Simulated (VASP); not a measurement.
# Cl in VASP: notebook, part 2 of 2

VASP 6.6.1. The steps go on from the part before.

### Step 5. Single point, PBE

INCAR

```
SYSTEM = Cl
PREC = Accurate ; ENCUT = 520
EDIFF = 1E-6 ; ISMEAR = -1
SIGMA = 0.05 ; LREAL = Auto
LASPH = .TRUE. ; NELM = 80
ALGO = Normal ; ISIF = 2
LWAVE = .FALSE. ; LCHARG = .FALSE.
GGA = PE ; NBANDS = 86
```

KPOINTS

```
Automatic mesh
0
G
  1 1 1
  0 0 0
```

POSCAR

```
Cl
1.0
    8.4343270000      0.0000000000      0.0000000000
    0.0000000000      8.4343270000      0.0000000000
    0.0000000000      0.0000000000      8.4343270000
Cl
20
Direct
    0.7189666704      0.3813582281      0.8474297949
    0.7799081065      0.4348776138      0.6260487648
    0.4678381571      0.8626651540      0.7182197228
    0.5504173599      0.7259144683      0.9015538525
    0.2388809445      0.0472236848      0.0184009939
    0.0024305437      0.0668340224      0.0277674793
    0.2571159501      0.4456075749      0.4150538626
    0.2810538410      0.4289731712      0.1700669182
    0.9278748619      1.0625032679      0.7082129967
    0.8499789017      1.0337517149      0.4906971238
    0.5960167302      0.6362333355      0.2463504201
    0.6744817933      0.4123150549      0.2446786803
    0.2317315893      0.4110938549      0.7869981802
    0.1243845537      0.6207252813      0.7706838969
    0.6463230558      0.0399083412      0.2520414492
    0.5625819345      0.0507331527      0.0225981279
    0.2516620473      0.1136308801      0.4259972372
    0.2900764934     -0.1235427557      0.4041697696
   -0.0833380067      0.6563060692      0.4337749769
   -0.0254792113      0.6739008341      0.2026480595
```

Potentials or basis: VASP PAW PBE potentials, release 64 (Cl).

On the command line:

```bash
$ cat potpaw_PBE.64/Cl/POTCAR > POTCAR
$ mpirun -np 1 vasp_gam > vasp.out
```

OUTCAR:

```text
SYSTEM = Cl
   PREC = Accurate
   ENCUT = 520
   EDIFF = 1E-6
   ISMEAR = -1
   LREAL = Auto
   LASPH = .TRUE.
   NELM = 80
   ISIF = 2
   GGA = PE

 ion  position               nearest neighbor table
   1  0.719  0.381  0.847-   2 1.99
   2  0.780  0.435  0.626-   1 1.99
   3  0.468  0.863  0.718-   4 2.05
   4  0.550  0.726  0.902-   3 2.05
   5  0.239  0.047  0.018-   6 2.00
   6  0.002  0.067  0.028-   5 2.00
   7  0.257  0.446  0.415-   8 2.08
   8  0.281  0.429  0.170-   7 2.08
   9  0.928  0.063  0.708-  10 1.96
  10  0.850  0.034  0.491-   9 1.96  15 2.65
  11  0.596  0.636  0.246-  12 2.00
  12  0.674  0.412  0.245-  11 2.00
  13  0.232  0.411  0.787-  14 1.99
  14  0.124  0.621  0.771-  13 1.99
  15  0.646  0.040  0.252-  16 2.06  10 2.65
  16  0.563  0.051  0.023-  15 2.06
  17  0.252  0.114  0.426-  18 2.03
  18  0.290  0.876  0.404-  17 2.03
  19  0.917  0.656  0.434-  20 2.02
  20  0.975  0.674  0.203-  19 2.02

  LATTYP: Found a simple cubic cell.
 ALAT       =     8.4343270000

  Lattice vectors:

 A1 = (   8.4343270000,   0.0000000000,   0.0000000000)
 A2 = (   0.0000000000,   8.4343270000,   0.0000000000)
 A3 = (   0.0000000000,   0.0000000000,   8.4343270000)

Analysis of symmetry for initial positions (statically):
=====================================================================
 Subroutine PRICEL returns:
 Original cell was already a primitive cell.

 Routine SETGRP: Setting up the symmetry group for a
 simple cubic supercell.

 Subroutine GETGRP returns: Found  1 space group operations
 (whereof  1 operations were pure point group operations)
 out of a pool of 48 trial point group operations.

The static configuration has the point symmetry C_1 .

Analysis of symmetry for dynamics (positions and initial velocities):
[... 143 lines left out ...]
     AMIX_MAG =   1.60;   BMIX_MAG =  1.00
  volume/ion in A,a.u.               =      30.00       202.45
  Fermi-wavevector in a.u.,A,eV,Ry     =   1.007860  1.904580 13.820563  1.015783
  Thomas-Fermi vector in A             =   2.140692
   LORBIT       =      0    0 simple, 1 ext, 2 COOP (PROOUT), +10 PAW based schemes
   GGA     = PE    functional components
   LHFCALC =     F    Hartree Fock is set to
   AEXX    =    0.0000 exact exchange contribution
   IVDW    =     0    specifies the selected vdW correction
   LEPSILON=     F    determine dielectric tensor
   LRPA    =     F    only Hartree local field effects (RPA)
 non-spin polarized calculation
  energy-cutoff  :      520.00
  volume of cell :      600.00
 maximum number of plane-waves:      8068
 NGX is ok and might be reduce to    64
   NGX = 31   NGY = 31   NGZ = 31

 number of electron     139.9999999 magnetization

 Free energy of the ion-electron system (eV)
  ---------------------------------------------------
  ext. energy  EPLUGINS =         0.00000000
  ---------------------------------------------------
  free energy    TOTEN  =       -35.61299130 eV

  energy without entropy =      -35.61299068  energy(sigma->0) =      -35.61299099

 E-fermi :   0.3333     XC(G=0):  -7.4783

 val. band max:       -0.4629866270   @ k =   0.0000   0.0000   0.0000
 cond. band min:       1.1088441728   @ k =   0.0000   0.0000   0.0000
 fundamental gap:      1.5718307999
 Fermi energy:         0.3332804357

 k-point     1 :       0.0000    0.0000    0.0000
  band No.  band energies     occupation
      1     -17.8027      2.00000
      2     -17.6297      2.00000
      3     -17.4466      2.00000
      4     -17.3436      2.00000
      5     -17.2280      2.00000
      6     -17.1820      2.00000
[... 74 lines left out ...]
     81       5.7376      0.00000
     82       7.1360      0.00000
 [bands above 82 left out]

------------------------ aborting loop because EDIFF is reached ----------------------------------------

  FORCE on cell =-STRESS in cart. coord.  units (eV):
  Direction    XX          YY          ZZ          XY          YZ          ZX
  --------------------------------------------------------------------------------------
  -------------------------------------------------------------------------------------
  Total        8.7540073      6.0384676      3.3598647      0.1864428      0.7599126      0.9845278
  in kB       23.3757840     16.1244912      8.9718306      0.4978574      2.0291909      2.6289798
  external PRESSURE =      16.1573686 kB  Pullay stress =       0.0000000 kB

 VOLUME and BASIS-vectors are now :
 -----------------------------------------------------------------------------
  energy-cutoff  :      520.00
  volume of cell :      600.00
      direct lattice vectors                 reciprocal lattice vectors
     8.434327000  0.000000000  0.000000000     0.118563105  0.000000000  0.000000000
     0.000000000  8.434327000  0.000000000     0.000000000  0.118563105  0.000000000
     0.000000000  0.000000000  8.434327000     0.000000000  0.000000000  0.118563105

 POSITION                                       TOTAL-FORCE (eV/Angst)
 -----------------------------------------------------------------------------------
      6.06400      3.21650      7.14750        -0.108388     -0.200445      0.607692
      6.57800      3.66790      5.28030        -0.171938      0.154198     -0.291407
      3.94590      7.27600      6.05770         0.419605     -0.456119      0.496802
      4.64240      6.12260      7.60400        -0.320615     -0.103634     -0.705056
      2.01480      0.39830      0.15520         0.330102     -0.053315     -0.023974
      0.02050      0.56370      0.23420        -0.591897      0.070087      0.106841
[... 12 lines left out ...]
      7.73143      5.53550      3.65860         0.356044     -0.021844     -0.303084
      8.21943      5.68390      1.70920         0.056049      0.229458      0.133530
 -----------------------------------------------------------------------------------
    total drift:                               -0.002852     -0.000540     -0.000402

  FREE ENERGIE OF THE ION-ELECTRON SYSTEM (eV)
  ---------------------------------------------------
  free  energy   TOTEN  =       -35.6129913000 eV

  energy  without entropy=      -35.6129906811  energy(sigma->0) =      -35.61299099
```

Wall time 89 s (1 thread of Intel Xeon Platinum 8375C at 2.90GHz (Ice Lake), shared host); peak memory 0.51 GiB.

What came out:

| Item | Value |
| --- | --- |
| Free energy | -35.6130 eV |
| Pressure | 1.6 GPa |
| Largest force | 1.165 eV/Å |

Forces on the atoms (eV/Å):
```
Cl  -0.108 -0.200  0.608
Cl  -0.172  0.154 -0.291
Cl   0.420 -0.456  0.497
Cl  -0.321 -0.104 -0.705
Cl   0.330 -0.053 -0.024
Cl  -0.592  0.070  0.107
Cl   0.227 -0.102 -0.712
Cl  -0.362 -0.057  0.484
Cl   0.062 -0.159  1.011
Cl   0.138  0.026 -1.157
Cl  -0.040  0.197 -0.108
Cl  -0.106 -0.318 -0.004
Cl   0.166  0.027  0.007
Cl  -0.079  0.183  0.291
Cl  -0.620  0.126 -0.301
Cl   0.661  0.590  0.412
Cl   0.222  0.048  0.044
Cl  -0.237 -0.179  0.011
Cl   0.356 -0.022 -0.303
Cl   0.056  0.229  0.134
```

Caveat: the k points lie up to 0.74 Å⁻¹ apart; the atoms stand as in a frame of molecular dynamics.

### Step 6. Overview

| cell | pressure (GPa) | largest force (eV/Å) |
| --- | --- | --- |
| as given, atomic positions A | 0.5 | 1.50 |
| as given, atomic positions B | 1.1 | 1.05 |
| as given, atomic positions C | 1.6 | 1.17 |
| as given, atomic positions D | 1.6 | 1.17 |

Alike in all rows: task single point; level PBE; potentials or basis VASP PAW PBE potentials, release 64 (Cl); no spin polarisation; k mesh 1 × 1 × 1; cutoff (eV) 520; smearing fermi-dirac 0.05 eV.

Caveats: all runs use coarse meshes; the atoms stand as in a frame of molecular dynamics (at least some runs).

Total energies depend on the potentials used, so only differences within one code and one set of settings carry meaning.
